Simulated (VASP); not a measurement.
# Ga (I4/mmm) in VASP: a series of runs, part 2 of 2

VASP 6.6.1. The steps go on from the part before.

## Step 3: Single point, PBEsol (volume scaled by 1.06)

Contents of INCAR:

```
SYSTEM = Ga
  PREC = Accurate
  ENCUT = 520
  EDIFF = 1E-6
  ISMEAR = -1
  SIGMA = 0.03
  LREAL = .False.
  LASPH = .True.
  NELM = 100
  ALGO = Normal
  ISIF = 2
  LWAVE = .False.
  LCHARG = .True.
  GGA = PS
  LELF = .True.
  LVHAR = .True.
  NBANDS = 12
```

Contents of KPOINTS:

```
regular mesh
0
Gamma
  16 16 16
  0 0 0
```

Contents of POSCAR:

```
Ga
1.0
   -1.4315364027      1.4315364027      2.2727169812
    1.4315364027     -1.4315364027      2.2727169812
    1.4315364027      1.4315364027     -2.2727169812
Ga
1
Direct
    0.0000000000      0.0000000000      0.0000000000
```

Potentials or basis: VASP PAW PBE potentials, release 64 (Ga_d).

On the command line:

```console
$ cat potpaw_PBE.64/Ga_d/POTCAR > POTCAR
$ mpirun -np 1 vasp_std > vasp.out
```

OUTCAR:

```text
SYSTEM = Ga
   PREC = Accurate
   ENCUT = 520
   EDIFF = 1E-6
   ISMEAR = -1
   LREAL = .False.
   LASPH = .True.
   NELM = 100
   ISIF = 2
   GGA = PS

 ion  position               nearest neighbor table
   1  0.000  0.000  0.000-

  LATTYP: Found a body centered tetragonal cell.
 ALAT       =     2.8630728054
 C/A-ratio  =     1.5876068376

  Lattice vectors:

 A1 = (  -1.4315364027,   1.4315364027,   2.2727169812)
 A2 = (   1.4315364027,  -1.4315364027,   2.2727169812)
 A3 = (   1.4315364027,   1.4315364027,  -2.2727169812)

Analysis of symmetry for initial positions (statically):
=====================================================================
 Subroutine PRICEL returns:
 Original cell was already a primitive cell.

 Routine SETGRP: Setting up the symmetry group for a
 body centered tetragonal supercell.

 Subroutine GETGRP returns: Found 16 space group operations
 (whereof 16 operations were pure point group operations)
 out of a pool of 16 trial point group operations.

The static configuration has the point symmetry D_4h.

Analysis of symmetry for dynamics (positions and initial velocities):
=====================================================================
 Subroutine PRICEL returns:
 Original cell was already a primitive cell.

 Routine SETGRP: Setting up the symmetry group for a
 body centered tetragonal supercell.

 Subroutine GETGRP returns: Found 16 space group operations
 (whereof 16 operations were pure point group operations)
 out of a pool of 16 trial point group operations.

The dynamic configuration has the point symmetry D_4h.

 Subroutine INISYM returns: Found 16 space group operations
 (whereof 16 operations are pure point group operations),
 and found     1 'primitive' translations

----------------------------------------------------------------------------------------

                                     Primitive cell

  volume of cell :      18.6299

  direct lattice vectors                    reciprocal lattice vectors
    -1.431536403  1.431536403  2.272716981     0.000000000  0.349275086  0.220000996
     1.431536403 -1.431536403  2.272716981     0.349275086  0.000000000  0.220000996
     1.431536403  1.431536403 -2.272716981     0.349275086  0.349275086  0.000000000

  length of vectors
     3.043654944  3.043654944  3.043654944     0.412787505  0.412787505  0.493949563

  position of ions in fractional coordinates (direct lattice)
     0.000000000  0.000000000  0.000000000

  ion indices of the primitive-cell ions
   primitive index   ion index
                 1           1

----------------------------------------------------------------------------------------

 KPOINTS: regular mesh

Automatic generation of k-mesh.
 Grid dimensions read from file:
 generate k-points for:   16   16   16

 Generating k-lattice:

  Cartesian coordinates                     Fractional coordinates (reciprocal lattice)
     0.000000000  0.021829693  0.013750062     0.062500000 -0.000000000  0.000000000
     0.021829693  0.000000000  0.013750062    -0.000000000  0.062500000  0.000000000
     0.021829693  0.021829693  0.000000000     0.000000000  0.000000000  0.062500000

  Length of vectors
     0.025799219  0.025799219  0.030871848

  Shift w.r.t. Gamma in fractional coordinates (k-lattice)
     0.000000000  0.000000000  0.000000000

 Subroutine IBZKPT returns following result:
 ===========================================

 Found    349 irreducible k-points:

 Following reciprocal coordinates:
            Coordinates               Weight
  0.000000  0.000000  0.000000      1.000000
  0.062500  0.000000  0.000000      8.000000
  0.125000  0.000000  0.000000      8.000000
  0.187500  0.000000  0.000000      8.000000
  0.250000  0.000000  0.000000      8.000000
  0.312500  0.000000 -0.000000      8.000000
[... 16 lines left out ...]
 -0.125000  0.062500  0.000000     16.000000
 -0.062500  0.062500  0.000000      4.000000
 [... further k-points ...]
   k-points           NKPTS =    349   k-points in BZ     NKDIM =    349   number of bands    NBANDS=     12
   number of dos      NEDOS =    301   number of ions     NIONS =      1
   total plane-waves  NPLWV =  13824
   dimension x,y,z NGX =    24 NGY =   24 NGZ =   24
   dimension x,y,z NGXF=    48 NGYF=   48 NGZF=   48
   ions per type =               1
   NGX,Y,Z   is equivalent  to a cutoff of  13.11, 13.11, 13.11 a.u.
   NGXF,Y,Z  is equivalent  to a cutoff of  26.22, 26.22, 26.22 a.u.
 SYSTEM =  Ga
   PREC   = accura    normal or accurate (medium, high low for compatibility)
   ISTART =      0    job   : 0-new  1-cont  2-samecut
   ICHARG =      2    charge: 1-file 2-atom 10-const
   ISPIN  =      1    spin polarized calculation?
   LNONCOLLINEAR =      F non collinear calculations
   LSORBIT =      F    spin-orbit coupling
   LASPH  =      T    aspherical Exc in radial PAW
   ENCUT  =  520.0 eV  38.22 Ry    6.18 a.u.   5.66  5.66  5.66*2*pi/ulx,y,z
   NELM   =    100;   NELMIN=  2; NELMDL= -5     # of ELM steps
   EDIFF  = 0.1E-05   stopping-criterion for ELM
   LREAL  =      F    real-space projection
   EDIFFG = 0.1E-04   stopping-criterion for IOM
   NSW    =      0    number of steps for IOM
   IBRION =     -1    ionic relax: 0-MD 1-quasi-New 2-CG
   NFREE  =      0    steps in history (QN), initial steepest desc. (CG)
   ISIF   =      2    stress and relaxation
   ISYM   =      2    0-nonsym 1-usesym 2-fastsym
   POTIM  = 0.5000    time-step for ionic-motion
   TEBEG  =    0.0;   TEEND  =   0.0 temperature during run
   PSTRESS=    0.0 pullay stress
   NELECT =      13.0000    total number of electrons
   NUPDOWN=      -1.0000    fix difference up-down
   EMIN   =  10.00;   EMAX   =-10.00  energy-range for DOS
   EFERMI =   0.00;   METHOD = LEGACY
   ISMEAR =    -1;   SIGMA  =   0.03  broadening in eV -4-tet -1-fermi 0-gaus
   EFERMI_NEDOS =   21; number of points for ismear=-14 and -15
   IALGO  =     38    algorithm
   IMIX   =      4    mixing-type and parameters
     AMIX     =   0.40;   BMIX     =  1.00
     AMIX_MAG =   1.60;   BMIX_MAG =  1.00
  volume/ion in A,a.u.               =      18.63       125.72
  Fermi-wavevector in a.u.,A,eV,Ry     =   1.452064  2.744004 28.687765  2.108491
  Thomas-Fermi vector in A             =   2.569489
   LORBIT       =      0    0 simple, 1 ext, 2 COOP (PROOUT), +10 PAW based schemes
   GGA     = PS    functional components
   LHFCALC =     F    Hartree Fock is set to
   AEXX    =    0.0000 exact exchange contribution
   IVDW    =     0    specifies the selected vdW correction
   LEPSILON=     F    determine dielectric tensor
   LRPA    =     F    only Hartree local field effects (RPA)
 non-spin polarized calculation
  energy-cutoff  :      520.00
  volume of cell :       18.63
 maximum number of plane-waves:       517
   NGX = 11   NGY = 11   NGZ = 11

 number of electron      13.0000002 magnetization

 Free energy of the ion-electron system (eV)
  ---------------------------------------------------
  ext. energy  EPLUGINS =         0.00000000
  ---------------------------------------------------
  free energy    TOTEN  =        -3.33122642 eV

  energy without entropy =       -3.33083526  energy(sigma->0) =       -3.33103084

 E-fermi :   5.5199     XC(G=0): -11.2141

 val. band max:        5.4659687049   @ k =  -0.3750   0.0625  -0.0000
 cond. band min:       5.5961150048   @ k =   0.2500   0.2500   0.1875
 fundamental gap:      0.1301462999
 Fermi energy:         5.5198644699

 k-point     1 :       0.0000    0.0000    0.0000
  band No.  band energies     occupation
      1      -9.4093      2.00000
      2      -9.2936      2.00000
      3      -9.2936      2.00000
      4      -9.2744      2.00000
      5      -9.1507      2.00000
      6      -5.6309      2.00000
      7      17.8653      0.00000
      8      17.8694      0.00000
      9      17.8694      0.00000
     10      21.4409      0.00000
     11      21.6234      0.00000
     12      22.0839      0.00000
[... 331 lines left out ...]
 k-point    24 :      -0.0625    0.0625    0.0000
  band No.  band energies     occupation
      1      -9.3958      2.00000
      2      -9.3010      2.00000
      3      -9.2878      2.00000
      4      -9.2699      2.00000
      5      -9.1571      2.00000
      6      -5.4854      2.00000
      7      16.8172      0.00000
      8      17.0688      0.00000
      9      17.3608      0.00000
     10      19.8541      0.00000
     11      22.7416      0.00000
     12      22.7495      0.00000

 [... further k-points ...]

------------------------ aborting loop because EDIFF is reached ----------------------------------------

  FORCE on cell =-STRESS in cart. coord.  units (eV):
  Direction    XX          YY          ZZ          XY          YZ          ZX
  --------------------------------------------------------------------------------------
  -------------------------------------------------------------------------------------
  Total       -0.2918131     -0.2918131     -0.3415889      0.0000000      0.0000000      0.0000000
  in kB      -25.0960442    -25.0960442    -29.3767779      0.0000000      0.0000000      0.0000000
  external PRESSURE =     -26.5229554 kB  Pullay stress =       0.0000000 kB

 VOLUME and BASIS-vectors are now :
 -----------------------------------------------------------------------------
  energy-cutoff  :      520.00
  volume of cell :       18.63
      direct lattice vectors                 reciprocal lattice vectors
    -1.431536403  1.431536403  2.272716981     0.000000000  0.349275086  0.220000996
     1.431536403 -1.431536403  2.272716981     0.349275086  0.000000000  0.220000996
     1.431536403  1.431536403 -2.272716981     0.349275086  0.349275086  0.000000000

 POSITION                                       TOTAL-FORCE (eV/Angst)
 -----------------------------------------------------------------------------------
      0.00000      0.00000      0.00000        -0.000000      0.000000      0.000000
 -----------------------------------------------------------------------------------
    total drift:                                0.000000      0.000000      0.000000

  FREE ENERGIE OF THE ION-ELECTRON SYSTEM (eV)
  ---------------------------------------------------
  free  energy   TOTEN  =        -3.3312264218 eV

  energy  without entropy=       -3.3308352644  energy(sigma->0) =       -3.33103084
```

OSZICAR:

```text
N       E                     dE             d eps       ncg     rms          rms(c)
DAV:   1     0.439908243302E+02    0.43991E+02   -0.66743E+03  9048   0.189E+03
DAV:   2    -0.113962165662E+01   -0.45130E+02   -0.43332E+02  8816   0.266E+02
DAV:   3    -0.335488110146E+01   -0.22153E+01   -0.22092E+01  9680   0.463E+01
DAV:   4    -0.337316782289E+01   -0.18287E-01   -0.18285E-01  9720   0.448E+00
DAV:   5    -0.337335519384E+01   -0.18737E-03   -0.18737E-03  9980   0.436E-01    0.935E-01
DAV:   6    -0.333892583159E+01    0.34429E-01   -0.58042E-02 10508   0.493E+00    0.440E-01
DAV:   7    -0.333213318537E+01    0.67926E-02   -0.85715E-03 11396   0.159E+00    0.134E-01
DAV:   8    -0.333122401615E+01    0.90917E-03   -0.76512E-04 10820   0.494E-01    0.717E-03
DAV:   9    -0.333122571354E+01   -0.16974E-05   -0.65982E-06 10748   0.415E-02    0.341E-03
DAV:  10    -0.333122642185E+01   -0.70831E-06   -0.24760E-07  6864   0.752E-03
   1 F= -.33312264E+01 E0= -.33310308E+01  d E =-.391157E-03
```

It took 85 s on 1 thread of AMD EPYC 7R13, shared host; peak memory 0.17 GiB.

What came out:

```yaml
Free_energy: -3.3312 eV
Pressure: -2.7 GPa
```

Caveat: the PAW data sets were made with another functional, which shifts forces and pressure a little.
